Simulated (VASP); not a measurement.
# FePt (P4/mmm) in VASP: a series of runs, part 2 of 2

VASP 6.6.1. Earlier steps stand in the parts before.

### 3 Single point, PBEsol, collinear spin, ferromagnetic start

This run uses another cell than the first one, of 13.38 Å³/atom.

The input, INCAR:

```
ALGO = Normal
EDIFF = 1E-6
ENCUT = 520
GGA = PS
ISIF = 2
ISMEAR = -1
ISPIN = 2
LASPH = T
LCHARG = F
LMAXMIX = 4
LORBIT = 11
LREAL = F
LWAVE = F
MAGMOM = 3.5 0
NBANDS = 20
NELM = 150
PREC = Accurate
SIGMA = 0.1
```

The input, KPOINTS:

```
k-points
0
Gamma
  8 8 6
```

The input, POSCAR:

```
FePt
1.0
    2.6959880180      0.0000000000      0.0000000000
    0.0000000000      2.6959880180      0.0000000000
    0.0000000000      0.0000000000      3.6824216732
Fe Pt
1 1
Direct
    0.0000000000      0.0000000000      0.0000000000
    0.5000000000      0.5000000000      0.5000000000
```

Potentials or basis: VASP PAW PBE potentials, release 64 (Fe, Pt).

Launch:

```bash
$ cat potpaw_PBE.64/Fe/POTCAR potpaw_PBE.64/Pt/POTCAR > POTCAR
$ mpirun -np 1 vasp_std > vasp.out
```

OUTCAR:

```text
EDIFF = 1E-6
   ENCUT = 520
   GGA = PS
   ISIF = 2
   ISMEAR = -1
   ISPIN = 2
   LASPH = T
   LORBIT = 11
   LREAL = F
   NELM = 150
   PREC = Accurate

 ion  position               nearest neighbor table
   1  0.000  0.000  0.000-   2 2.65   2 2.65   2 2.65   2 2.65   2 2.65   2 2.65   2 2.65   2 2.65

   2  0.500  0.500  0.500-   1 2.65   1 2.65   1 2.65   1 2.65   1 2.65   1 2.65   1 2.65   1 2.65

  LATTYP: Found a simple tetragonal cell.
 ALAT       =     2.6959880180
 C/A-ratio  =     1.3658894804

  Lattice vectors:

 A1 = (   2.6959880180,   0.0000000000,   0.0000000000)
 A2 = (   0.0000000000,   2.6959880180,   0.0000000000)
 A3 = (   0.0000000000,   0.0000000000,   3.6824216732)

Analysis of symmetry for initial positions (statically):
=====================================================================
 Subroutine PRICEL returns:
 Original cell was already a primitive cell.

 Routine SETGRP: Setting up the symmetry group for a
 simple tetragonal supercell.

 Subroutine GETGRP returns: Found 16 space group operations
 (whereof 16 operations were pure point group operations)
 out of a pool of 16 trial point group operations.

The static configuration has the point symmetry D_4h.

Analysis of symmetry for dynamics (positions and initial velocities):
=====================================================================
 Subroutine PRICEL returns:
 Original cell was already a primitive cell.

 Routine SETGRP: Setting up the symmetry group for a
 simple tetragonal supercell.

 Subroutine GETGRP returns: Found 16 space group operations
 (whereof 16 operations were pure point group operations)
 out of a pool of 16 trial point group operations.

The dynamic configuration has the point symmetry D_4h.

Analysis of structural, dynamic, and magnetic symmetry:
=====================================================================
 Subroutine PRICEL returns:
 Original cell was already a primitive cell.

 Routine SETGRP: Setting up the symmetry group for a
 simple tetragonal supercell.

 Subroutine GETGRP returns: Found 16 space group operations
 (whereof 16 operations were pure point group operations)
 out of a pool of 16 trial point group operations.

The overall configuration has the point symmetry D_4h.

 Subroutine INISYM returns: Found 16 space group operations
 (whereof 16 operations are pure point group operations),
 and found     1 'primitive' translations

----------------------------------------------------------------------------------------

                                     Primitive cell

  volume of cell :      26.7651

  direct lattice vectors                    reciprocal lattice vectors
     2.695988018  0.000000000  0.000000000     0.370921530  0.000000000  0.000000000
     0.000000000  2.695988018  0.000000000     0.000000000  0.370921530  0.000000000
     0.000000000  0.000000000  3.682421673     0.000000000  0.000000000  0.271560426

  length of vectors
     2.695988018  2.695988018  3.682421673     0.370921530  0.370921530  0.271560426
[... 61 lines left out ...]
  0.500000  0.125000  0.166667      8.000000
 [... further k-points ...]
   k-points           NKPTS =     60   k-points in BZ     NKDIM =     60   number of bands    NBANDS=     20
   number of dos      NEDOS =    301   number of ions     NIONS =      2
   total plane-waves  NPLWV =  11200
   dimension x,y,z NGX =    20 NGY =   20 NGZ =   28
   dimension x,y,z NGXF=    40 NGYF=   40 NGZF=   56
   ions per type =               1   1
   NGX,Y,Z   is equivalent  to a cutoff of  12.33, 12.33, 12.64 a.u.
   NGXF,Y,Z  is equivalent  to a cutoff of  24.67, 24.67, 25.28 a.u.
 SYSTEM =  unknown system
   PREC   = accura    normal or accurate (medium, high low for compatibility)
   ISTART =      0    job   : 0-new  1-cont  2-samecut
   ICHARG =      2    charge: 1-file 2-atom 10-const
   ISPIN  =      2    spin polarized calculation?
   LNONCOLLINEAR =      F non collinear calculations
   LSORBIT =      F    spin-orbit coupling
   LASPH  =      T    aspherical Exc in radial PAW
   ENCUT  =  520.0 eV  38.22 Ry    6.18 a.u.   5.01  5.01  6.85*2*pi/ulx,y,z
   NELM   =    150;   NELMIN=  2; NELMDL= -5     # of ELM steps
   EDIFF  = 0.1E-05   stopping-criterion for ELM
   LREAL  =      F    real-space projection
[... 7 lines left out ...]
   TEBEG  =    0.0;   TEEND  =   0.0 temperature during run
   PSTRESS=    0.0 pullay stress
   NELECT =      18.0000    total number of electrons
   NUPDOWN=      -1.0000    fix difference up-down
   EMIN   =  10.00;   EMAX   =-10.00  energy-range for DOS
   EFERMI =   0.00;   METHOD = LEGACY
   ISMEAR =    -1;   SIGMA  =   0.10  broadening in eV -4-tet -1-fermi 0-gaus
   EFERMI_NEDOS =   21; number of points for ismear=-14 and -15
   IALGO  =     38    algorithm
   IMIX   =      4    mixing-type and parameters
     AMIX     =   0.40;   BMIX     =  1.00
     AMIX_MAG =   1.60;   BMIX_MAG =  1.00
  volume/ion in A,a.u.               =      13.38        90.31
  Fermi-wavevector in a.u.,A,eV,Ry     =   1.434308  2.710450 27.990455  2.057240
  Thomas-Fermi vector in A             =   2.553731
   LORBIT       =     11    0 simple, 1 ext, 2 COOP (PROOUT), +10 PAW based schemes
   GGA     = PS    functional components
   LHFCALC =     F    Hartree Fock is set to
   AEXX    =    0.0000 exact exchange contribution
   IVDW    =     0    specifies the selected vdW correction
   LEPSILON=     F    determine dielectric tensor
   LRPA    =     F    only Hartree local field effects (RPA)
 spin polarized calculation
  energy-cutoff  :      520.00
  volume of cell :       26.77
 maximum number of plane-waves:       736
   NGX = 11   NGY = 11   NGZ = 13

 number of electron      18.0000005 magnetization       3.2763600

 Free energy of the ion-electron system (eV)
  ---------------------------------------------------
  ext. energy  EPLUGINS =         0.00000000
  ---------------------------------------------------
  free energy    TOTEN  =       -16.32484721 eV

  energy without entropy =      -16.28141839  energy(sigma->0) =      -16.30313280

 E-fermi :   8.9169     XC(G=0): -13.3826

 val. band max:        8.9069197401   @ k =   0.5000   0.3750   0.5000
 cond. band min:       8.9177526040   @ k =   0.5000   0.3750   0.3333
 fundamental gap:      0.0108328639
 Fermi energy:         8.9169399504

 spin component 1

 k-point     1 :       0.0000    0.0000    0.0000
  band No.  band energies     occupation
      1      -0.9626      1.00000
      2       2.3526      1.00000
      3       2.5122      1.00000
      4       5.4296      1.00000
      5       5.4296      1.00000
      6       5.9799      1.00000
[... 541 lines left out ...]
     19      29.2223      0.00000
     20      31.1295      0.00000

 [... further k-points ...]

 spin component 2

 k-point     1 :       0.0000    0.0000    0.0000
  band No.  band energies     occupation
      1      -0.7656      1.00000
      2       2.9141      1.00000
      3       2.9321      1.00000
      4       6.5056      1.00000
      5       6.5056      1.00000
      6       8.1243      0.99964
[... 541 lines left out ...]
     19      29.7735      0.00000
     20      31.2350      0.00000

 [... further k-points ...]

------------------------ aborting loop because EDIFF is reached ----------------------------------------

  FORCE on cell =-STRESS in cart. coord.  units (eV):
  Direction    XX          YY          ZZ          XY          YZ          ZX
  --------------------------------------------------------------------------------------
  -------------------------------------------------------------------------------------
  Total        0.0595358      0.0595358      0.2605814      0.0000000      0.0000000      0.0000000
  in kB        3.5638483      3.5638483     15.5985603      0.0000000      0.0000000      0.0000000
  external PRESSURE =       7.5754189 kB  Pullay stress =       0.0000000 kB

 VOLUME and BASIS-vectors are now :
 -----------------------------------------------------------------------------
  energy-cutoff  :      520.00
  volume of cell :       26.77
      direct lattice vectors                 reciprocal lattice vectors
     2.695988018  0.000000000  0.000000000     0.370921530  0.000000000  0.000000000
     0.000000000  2.695988018  0.000000000     0.000000000  0.370921530  0.000000000
     0.000000000  0.000000000  3.682421673     0.000000000  0.000000000  0.271560426

 POSITION                                       TOTAL-FORCE (eV/Angst)
 -----------------------------------------------------------------------------------
      0.00000      0.00000      0.00000         0.000000      0.000000      0.000000
      1.34799      1.34799      1.84121         0.000000      0.000000      0.000000
 -----------------------------------------------------------------------------------
    total drift:                               -0.000000      0.000000      0.000000

  FREE ENERGIE OF THE ION-ELECTRON SYSTEM (eV)
  ---------------------------------------------------
  free  energy   TOTEN  =       -16.3248472088 eV

  energy  without entropy=      -16.2814183931  energy(sigma->0) =      -16.30313280

 total charge

# of ion       s       p       d       tot
------------------------------------------
    1        0.424   0.484   6.145   7.053
    2        0.725   0.704   8.065   9.494
--------------------------------------------------
tot          1.149   1.188  14.210  16.547

 magnetization (x)

# of ion       s       p       d       tot
------------------------------------------
    1        0.003  -0.001   2.879   2.881
    2       -0.023  -0.059   0.434   0.353
--------------------------------------------------
tot         -0.020  -0.060   3.314   3.234
```

OSZICAR:

```text
N       E                     dE             d eps       ncg     rms          rms(c)
DAV:   1     0.927033610108E+02    0.92703E+02   -0.85141E+03  5128   0.101E+03
DAV:   2    -0.140097959851E+02   -0.10671E+03   -0.94328E+02  4896   0.218E+02
DAV:   3    -0.179621559936E+02   -0.39524E+01   -0.38447E+01  5548   0.477E+01
DAV:   4    -0.180073937836E+02   -0.45238E-01   -0.45206E-01  5456   0.435E+00
DAV:   5    -0.180085525668E+02   -0.11588E-02   -0.11587E-02  5696   0.775E-01    0.181E+01
DAV:   6    -0.189543537121E+02   -0.94580E+00   -0.10390E+01  5360   0.631E+01    0.237E+01
DAV:   7    -0.165084108136E+02    0.24459E+01   -0.81641E+00  6164   0.606E+01    0.872E+00
DAV:   8    -0.164014655089E+02    0.10695E+00   -0.34986E-01  6276   0.802E+00    0.411E+00
DAV:   9    -0.163438635290E+02    0.57602E-01   -0.71974E-02  6892   0.479E+00    0.203E+00
DAV:  10    -0.163252722010E+02    0.18591E-01   -0.31198E-02  7208   0.314E+00    0.586E-01
DAV:  11    -0.163249023634E+02    0.36984E-03   -0.22176E-03  6024   0.482E-01    0.226E-01
DAV:  12    -0.163248561844E+02    0.46179E-04   -0.26115E-04  5980   0.181E-01    0.693E-02
DAV:  13    -0.163248590421E+02   -0.28577E-05   -0.32775E-05  6324   0.959E-02    0.445E-02
DAV:  14    -0.163248472732E+02    0.11769E-04   -0.62523E-06  5716   0.533E-02    0.999E-03
DAV:  15    -0.163248472088E+02    0.64486E-07   -0.73469E-07  2836   0.153E-02
   1 F= -.16324847E+02 E0= -.16303133E+02  d E =-.434288E-01  mag=     3.2767
```

It took 1.8 min on 1 thread of Intel Xeon 8259CL, shared host; peak memory 0.18 GiB.

Results:

* Free energy: -16.3248 eV
* Pressure: 0.8 GPa
* Net moment: 3.28 μB per cell
* Site moments: Fe +2.88; Pt +0.35 μB
* Valence electrons inside the program's atomic spheres: Fe 7.05; Pt 9.49

Stress tensor (GPa, compression positive):
```
0.36 0.00 0.00
0.00 0.36 0.00
0.00 0.00 1.56
```

Caveat: the PAW data sets were made with another functional, which shifts forces and pressure a little; spin-orbit coupling is left out, which moves the levels of the heavy elements.
